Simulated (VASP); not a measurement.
Bi2Se3:

```
Bi Se
1.0
     2.09876    1.21172    9.67094
    -2.09876    1.21172    9.67094
     0.00000   -2.42344    9.67094
Bi Se
2 3
Direct
  0.59920 0.59920 0.59920
  0.40080 0.40080 0.40080
  0.78830 0.78830 0.78830
  0.21170 0.21170 0.21170
  0.00000 0.00000 0.00000
```

Base run:

| Quantity | Value |
| --- | --- |
| Program | VASP 6.6.1 |
| Functional | PBE |
| Dispersion | D3(BJ) |
| Potentials or basis | VASP PAW PBE potentials, release 64 (Bi_d, Se) |
| Cutoff | 520 eV |
| k mesh | 8 × 8 × 8 |
| Occupations | fermi-dirac, width 0.05 eV |
| Spin | no spin polarisation |

Its results: band gap on the k mesh 0.24 eV; pressure -2.1 GPa; largest force 0.118 eV/Å.

Question: The run is repeated on the same cell with these changes: dispersion from D3(BJ) to none; further incar settings from ALGO = Normal; EDIFF = 1e-06; NBANDS = 32 to ALGO = Normal; EDIFF = 1e-07; NBANDS = 32. What comes out?

Answer: Band gap on the k mesh 0.24 eV; pressure 0.1 GPa; largest force 0.122 eV/Å.

Caveats: spin-orbit coupling is left out, which moves the levels of the heavy elements.

A k mesh can miss the band edges.
